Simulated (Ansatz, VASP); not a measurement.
YHg in VASP and in Ansatz

```xyz
2
Lattice="3.6942 0.0000 0.0000 0.0000 3.6942 0.0000 0.0000 0.0000 3.6942" Properties=species:S:1:pos:R:3 pbc="T T T"
Y     1.8471    1.8471    1.8471
Hg    0.0000    0.0000    0.0000
```

Change from the starting cell: volume scaled by 1.01, crystal datasets.

Alike in both runs: task electric field gradients; functional LDA; k mesh 11 × 11 × 11; occupations fermi-dirac, width 0.08 eV; no spin polarisation.

```csv
,VASP,Ansatz
version,VASP 6.6.1,Ansatz 0.2.0
potentials or method,"VASP PAW LDA potentials, release 64 (Y_sv, Hg), cutoff 520 eV","all-electron PAW with datasets made for the crystal, scalar-relativistic"
```

```tsv
	VASP	Ansatz	Ansatz less VASP
pressure (GPa)	-3.9	-4.1	-0.19
```

LDA's correlation is that of Perdew and Zunger in VASP and of Perdew and Wang (1992) in Ansatz. Ansatz ran all-electron here, and VASP with PAW potentials.

Spin-orbit coupling is off throughout.
